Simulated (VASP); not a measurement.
# LiMgZn3Cu4Si3 (P1) in VASP: notebook, part 2 of 2

VASP 6.6.1. Earlier steps stand in the parts before.

## Step 3: Relaxation of cell and atoms, PBE

This run uses another cell than the first one, of 15.27 Å³/atom.

INCAR reads:

```
SYSTEM = LiMgZn3Cu4Si3
PREC = Accurate
ENCUT = 750
EDIFF = 1E-7
ISMEAR = 0
SIGMA = 0.1
LREAL = .FALSE.
LASPH = .TRUE.
NELM = 120
ALGO = Normal
ISIF = 3
LWAVE = .FALSE.
LCHARG = .FALSE.
GGA = PE
IBRION = 2
NSW = 70
EDIFFG = -0.04
ISYM = 0
GGA_COMPAT = .FALSE.
NELMIN = 4
```

KPOINTS reads:

```
Automatic mesh
0
Gamma
  3 2 2
  0 0.5 0.5
```

POSCAR reads:

```
LiMgZn3Cu4Si3
1.0
    4.2060857800      2.4283847500      0.0000000000
   -0.0000000100      4.8567695000      4.4864915100
    4.2060857900     -2.4283847500      4.4864915100
Li Mg Si Cu Zn
1 1 3 4 3
Direct
    0.9572207368      0.7139271449      0.0431262542
    0.4544591223      0.2098785315      0.5414879074
    0.0419479441      0.6214408418      0.6268614963
    0.0378092614      0.9567910455      0.2915122287
    0.4538516204      0.8716662990      0.8817899949
    0.5459179808      0.4582921173      0.7892896906
    0.5416231551      0.7906791785      0.4620115666
    0.9646841397      0.3671981935      0.3761465963
    0.4572808808      0.5416279895      0.2138904078
    0.0435011947      0.2864162897      0.9646064380
    0.5483617787      0.1219883586      0.1235058087
    0.9573893266      0.0421434851      0.7074384363
```

Potentials or basis: VASP PAW PBE potentials, release 64 (Li_sv, Mg, Si, Cu, Zn).

The run is started by

```bash
$ cat potpaw_PBE.64/Li_sv/POTCAR potpaw_PBE.64/Mg/POTCAR potpaw_PBE.64/Si/POTCAR potpaw_PBE.64/Cu/POTCAR potpaw_PBE.64/Zn/POTCAR > POTCAR
$ mpirun -np 1 vasp_std > vasp.out
```

OUTCAR:

```text
SYSTEM = LiMgZn3Cu4Si3
   PREC = Accurate
   ENCUT = 750
   EDIFF = 1E-7
   ISMEAR = 0
   LREAL = .FALSE.
   LASPH = .TRUE.
   NELM = 120
   ISIF = 3
   GGA = PE
   IBRION = 2
   NSW = 70
   EDIFFG = -0.04
   ISYM = 0
   NELMIN = 4

 ion  position               nearest neighbor table
   1  0.957  0.714  0.043-  11 2.71   4 2.71   5 2.75   3 2.78  12 2.79   5 2.80  10 2.82
   2  0.454  0.210  0.541-   3 2.74   8 2.76   7 2.77  11 2.77   6 2.77   4 2.77   9 2.77  10 2.79
                            12 2.80   8 2.81  12 2.81   5 2.85
   3  0.042  0.621  0.627-   2 2.74   9 2.74   6 2.77   8 2.77   1 2.78  12 2.78   5 2.79   7 2.80
                             6 2.80   7 2.81   4 2.82  10 2.83
   4  0.038  0.957  0.292-   1 2.71   5 2.73   8 2.74   9 2.76  10 2.76  11 2.77  12 2.77   2 2.77
                             7 2.79   3 2.82   7 2.84  11 2.84
   5  0.454  0.872  0.882-   4 2.73  10 2.75   1 2.75   6 2.75  11 2.76   7 2.78   9 2.79   3 2.79
                             1 2.80  12 2.82  12 2.84   2 2.85
   6  0.546  0.458  0.789-   5 2.75  12 2.76   8 2.76   2 2.77   3 2.77   7 2.77   3 2.80  11 2.82
                            10 2.83  10 2.84
   7  0.542  0.791  0.462-   9 2.75  12 2.76   2 2.77   6 2.77   5 2.78   4 2.79   3 2.80   3 2.81
                            11 2.82   4 2.84
   8  0.965  0.367  0.376-  10 2.73   4 2.74   2 2.76   6 2.76  12 2.76  11 2.76   3 2.77   2 2.81

   9  0.457  0.542  0.214-   3 2.74   7 2.75   4 2.76   2 2.77  10 2.78   5 2.79  11 2.79
  10  0.044  0.286  0.965-   8 2.73   5 2.75   4 2.76  11 2.77  12 2.78   9 2.78   2 2.79  11 2.79
                             1 2.82   3 2.83   6 2.83   6 2.84
  11  0.548  0.122  0.124-   1 2.71  12 2.75   5 2.76   8 2.76   4 2.77   2 2.77  10 2.77   9 2.79
                            10 2.79   7 2.82   6 2.82   4 2.84
  12  0.957  0.042  0.707-  11 2.75   6 2.76   8 2.76   7 2.76   4 2.77  10 2.78   3 2.78   1 2.79
                             2 2.80   2 2.81   5 2.82   5 2.84

IMPORTANT INFORMATION: All symmetrisations will be switched off!
NOSYMM: (Re-)initialisation of all symmetry stuff for point group C_1.

----------------------------------------------------------------------------------------

                                     Primitive cell

  volume of cell :     183.3000

  direct lattice vectors                    reciprocal lattice vectors
     4.206085780  2.428384750  0.000000000     0.178313054  0.102949090 -0.111445658
    -0.000000010  4.856769500  4.486491510    -0.059437685  0.102949090  0.111445658
     4.206085790 -2.428384750  4.486491510     0.059437685 -0.102949090  0.111445658

  length of vectors
     4.856769511  6.611869331  6.611869345     0.234124315  0.162946274  0.162946274

  position of ions in fractional coordinates (direct lattice)
     0.957220737  0.713927145  0.043126254
     0.454459122  0.209878532  0.541487907
     0.041947944  0.621440842  0.626861496
     0.037809261  0.956791045  0.291512229
     0.453851620  0.871666299  0.881789995
     0.545917981  0.458292117  0.789289691
     0.541623155  0.790679178  0.462011567
     0.964684140  0.367198194  0.376146596
     0.457280881  0.541627990  0.213890408
     0.043501195  0.286416290  0.964606438
     0.548361779  0.121988359  0.123505809
     0.957389327  0.042143485  0.707438436

  ion indices of the primitive-cell ions
   primitive index   ion index
                 1           1
                 2           2
                 3           3
                 4           4
                 5           5
                 6           6
                 7           7
                 8           8
                 9           9
                10          10
                11          11
                12          12

----------------------------------------------------------------------------------------

 KPOINTS: Automatic mesh

Automatic generation of k-mesh.
[... 55 lines left out ...]
   dimension x,y,z NGXF=    96 NGYF=  120 NGZF=  120
   ions per type =               1   1   3   4   3
   NGX,Y,Z   is equivalent  to a cutoff of  16.43, 15.09, 15.09 a.u.
   NGXF,Y,Z  is equivalent  to a cutoff of  32.86, 30.17, 30.17 a.u.
 SYSTEM =  LiMgZn3Cu4Si3
   PREC   = accura    normal or accurate (medium, high low for compatibility)
   ISTART =      0    job   : 0-new  1-cont  2-samecut
   ICHARG =      2    charge: 1-file 2-atom 10-const
   ISPIN  =      1    spin polarized calculation?
   LNONCOLLINEAR =      F non collinear calculations
   LSORBIT =      F    spin-orbit coupling
   LASPH  =      T    aspherical Exc in radial PAW
   ENCUT  =  750.0 eV  55.12 Ry    7.42 a.u.  10.85 14.76 14.76*2*pi/ulx,y,z
   NELM   =    120;   NELMIN=  4; NELMDL= -5     # of ELM steps
   EDIFF  = 0.1E-06   stopping-criterion for ELM
   LREAL  =      F    real-space projection
   EDIFFG = -.4E-01   stopping-criterion for IOM
   NSW    =     70    number of steps for IOM
   IBRION =      2    ionic relax: 0-MD 1-quasi-New 2-CG
   NFREE  =      1    steps in history (QN), initial steepest desc. (CG)
   ISIF   =      3    stress and relaxation
   ISYM   =      0    0-nonsym 1-usesym 2-fastsym
   POTIM  = 0.5000    time-step for ionic-motion
   TEBEG  =    0.0;   TEEND  =   0.0 temperature during run
   PSTRESS=    0.0 pullay stress
   NELECT =      97.0000    total number of electrons
   NUPDOWN=      -1.0000    fix difference up-down
   EMIN   =  10.00;   EMAX   =-10.00  energy-range for DOS
   EFERMI =   0.00;   METHOD = LEGACY
   ISMEAR =     0;   SIGMA  =   0.10  broadening in eV -4-tet -1-fermi 0-gaus
   EFERMI_NEDOS =   21; number of points for ismear=-14 and -15
   IALGO  =     38    algorithm
   IMIX   =      4    mixing-type and parameters
     AMIX     =   0.40;   BMIX     =  1.00
     AMIX_MAG =   1.60;   BMIX_MAG =  1.00
  volume/ion in A,a.u.               =      15.27       103.08
  Fermi-wavevector in a.u.,A,eV,Ry     =   1.324173  2.502323 23.856904  1.753433
  Thomas-Fermi vector in A             =   2.453727
   LORBIT       =      0    0 simple, 1 ext, 2 COOP (PROOUT), +10 PAW based schemes
   GGA     = PE    functional components
   LHFCALC =     F    Hartree Fock is set to
   AEXX    =    0.0000 exact exchange contribution
   IVDW    =     0    specifies the selected vdW correction
   LEPSILON=     F    determine dielectric tensor
   LRPA    =     F    only Hartree local field effects (RPA)
 conjugate gradient relaxation of ions
 non-spin polarized calculation
 Gauss-broadening in eV      SIGMA  =   0.10
  energy-cutoff  :      750.00
  volume of cell :      183.30
 maximum number of plane-waves:      8564
 NGX is ok and might be reduce to    48
   NGX = 21   NGY = 29   NGZ = 29

--------------------------------------- Ionic step        1  -------------------------------------------

 number of electron      97.0000003 magnetization

 Free energy of the ion-electron system (eV)
  ---------------------------------------------------
  ext. energy  EPLUGINS =         0.00000000
  ---------------------------------------------------
  free energy    TOTEN  =       -37.10561705 eV

  energy without entropy =      -37.09512852  energy(sigma->0) =      -37.10037279

------------------------ aborting loop because EDIFF is reached ----------------------------------------

  FORCE on cell =-STRESS in cart. coord.  units (eV):
  Direction    XX          YY          ZZ          XY          YZ          ZX
  --------------------------------------------------------------------------------------
  -------------------------------------------------------------------------------------
  Total       -6.7709107     -6.0305040    -10.4350225     -1.6935121     -1.0754606     -2.4115102
  in kB      -59.1827589    -52.7110573    -91.2098010    -14.8025459     -9.4003198    -21.0783795
  external PRESSURE =     -67.7012057 kB  Pullay stress =       0.0000000 kB
[... 119 lines left out ...]
  FREE ENERGIE OF THE ION-ELECTRON SYSTEM (eV)
  ---------------------------------------------------
  free  energy   TOTEN  =       -37.7655462190 eV

  energy  without entropy=      -37.7591726853  energy(sigma->0) =      -37.76235945

[... ionic steps 4 to 59 ...]

--------------------------------------- Ionic step       60  -------------------------------------------

 number of electron      97.0000005 magnetization

------------------------ aborting loop because EDIFF is reached ----------------------------------------
[... 87 lines left out ...]
--------------------------------------- Ionic step       62  -------------------------------------------

 number of electron      97.0000008 magnetization

 Free energy of the ion-electron system (eV)
  ---------------------------------------------------
  ext. energy  EPLUGINS =         0.00000000
  ---------------------------------------------------
  free energy    TOTEN  =       -38.40292894 eV

  energy without entropy =      -38.40141402  energy(sigma->0) =      -38.40217148

 E-fermi :   5.8730     XC(G=0): -11.0749

 val. band max:        5.7120307046   @ k =   0.3333  -0.2500   0.2500
 cond. band min:       6.0406558159   @ k =   0.0000  -0.2500   0.2500
 fundamental gap:      0.3286251113
 Fermi energy:         5.8729699455

 k-point     1 :       0.0000    0.2500    0.2500
  band No.  band energies     occupation
      1     -40.1478      2.00000
      2      -5.0737      2.00000
      3      -3.6180      2.00000
      4      -2.5489      2.00000
      5      -2.2068      2.00000
      6      -2.0122      2.00000
[... 394 lines left out ...]
  FREE ENERGIE OF THE ION-ELECTRON SYSTEM (eV)
  ---------------------------------------------------
  free  energy   TOTEN  =       -38.4029289405 eV

  energy  without entropy=      -38.4014140202  energy(sigma->0) =      -38.40217148

 reached required accuracy - stopping structural energy minimisation
```

Run time: 79 min. Hardware: 1 thread of Intel Xeon 6975P-C (Granite Rapids), shared host; peak memory 0.56 GiB.

What came out:

- Free energy: -38.4029 eV
- Relaxed volume: 14.47 Å³/atom
- Relaxed cell: a = 4.671 Å, b = 6.409 Å, c = 6.433 Å, α = 87.50°, β = 71.24°, γ = 72.54°
- Space group after relaxing (to 0.1 Å): P1 (No. 1)
- Energy gained by relaxing: 108.1 meV/atom
- Ionic steps: 62
- Pressure after relaxing: 0.1 GPa
- Largest force after relaxing: 0.040 eV/Å
- Band gap on the k mesh: zero (an odd number of electrons rules out a gap without spin polarisation)

Forces on the atoms (eV/Å):
```
Li  -0.004 -0.017  0.019
Mg   0.012  0.016  0.020
Si  -0.009  0.020  0.009
Si   0.008  0.012  0.031
Si   0.012 -0.018 -0.007
Cu   0.015  0.006  0.005
Cu  -0.016 -0.016 -0.017
Cu  -0.013 -0.001 -0.008
Cu  -0.017  0.002 -0.017
Zn  -0.022 -0.003 -0.033
Zn   0.012 -0.007  0.007
Zn   0.024  0.005 -0.011
```

Stress tensor (GPa, compression positive):
```
 0.10 -0.02 -0.07
-0.02  0.05  0.03
-0.07  0.03  0.05
```

Step by step:
| step | energy change (eV) | largest force (eV/Å) | pressure (GPa) | volume (Å³) |
| --- | --- | --- | --- | --- |
| 1 | 0.0000 | 0.6805 | -6.77 | 183.30 |
| 3 | -0.6599 | 0.5982 | 1.79 | 163.11 |
| 5 | -0.9218 | 0.4165 | 1.61 | 165.33 |
| 7 | -0.9693 | 0.2827 | -0.87 | 169.67 |
| 9 | -0.9957 | 0.2135 | -0.38 | 168.93 |
| 11 | -1.0299 | 0.1629 | 0.30 | 168.40 |
| 13 | -1.0739 | 0.1662 | -0.21 | 171.00 |
| 15 | -1.0994 | 0.2125 | -0.78 | 173.36 |
| 17 | -1.1241 | 0.1648 | 0.13 | 172.57 |
| 19 | -1.1491 | 0.1194 | -0.08 | 173.49 |
| 21 | -1.1613 | 0.0902 | -0.37 | 174.45 |
| 23 | -1.1695 | 0.0857 | 0.07 | 173.88 |
| 25 | -1.1783 | 0.0740 | -0.06 | 174.25 |
| 27 | -1.1833 | 0.0948 | 0.01 | 174.29 |
| 29 | -1.1874 | 0.0783 | 0.10 | 174.13 |
| 31 | -1.1939 | 0.1379 | -0.12 | 174.45 |
| 33 | -1.2116 | 0.1699 | -0.09 | 174.36 |
| 35 | -1.2205 | 0.1677 | 0.11 | 173.91 |
| 37 | -1.2351 | 0.0829 | -0.65 | 174.87 |
| 39 | -1.2424 | 0.0822 | 0.17 | 173.06 |
| 41 | -1.2494 | 0.0679 | -0.08 | 173.34 |
| 43 | -1.2546 | 0.0729 | 0.12 | 172.80 |
| 45 | -1.2578 | 0.0674 | -0.21 | 173.50 |
| 47 | -1.2600 | 0.0536 | 0.19 | 172.79 |
| 49 | -1.2636 | 0.1020 | -0.19 | 173.57 |
| 51 | -1.2682 | 0.0869 | -0.13 | 173.51 |
| 53 | -1.2779 | 0.1311 | 0.08 | 173.37 |
| 55 | -1.2871 | 0.1066 | 0.00 | 173.70 |
| 57 | -1.2927 | 0.0617 | 0.03 | 173.74 |
| 59 | -1.2954 | 0.0481 | 0.04 | 173.70 |
| 61 | -1.2971 | 0.0419 | -0.01 | 173.77 |
| 62 | -1.2973 | 0.0397 | 0.07 | 173.66 |

Final structure:
```
CELL_PARAMETERS angstrom
4.06156 2.29940 -0.18665
-0.37330 4.90048 4.11361
4.12777 -2.75477 4.09414
ATOMIC_POSITIONS crystal
Li 0.90862 0.75292 0.12220
Mg 0.51775 0.16406 0.49123
Si 0.03801 0.59744 0.60485
Si 0.18202 0.95913 0.30815
Si 0.50662 0.81938 0.88816
Cu 0.50243 0.45643 0.78056
Cu 0.50244 0.74559 0.52140
Cu 0.95554 0.37658 0.35088
Cu 0.44035 0.55765 0.21169
Zn 0.98239 0.35363 0.94509
Zn 0.48905 0.18610 0.05645
Zn 0.97882 0.01315 0.74102
```

Caveat: the k points lie up to 0.52 Å⁻¹ apart in the final cell, too coarse for converged energies and pressures of a metal.
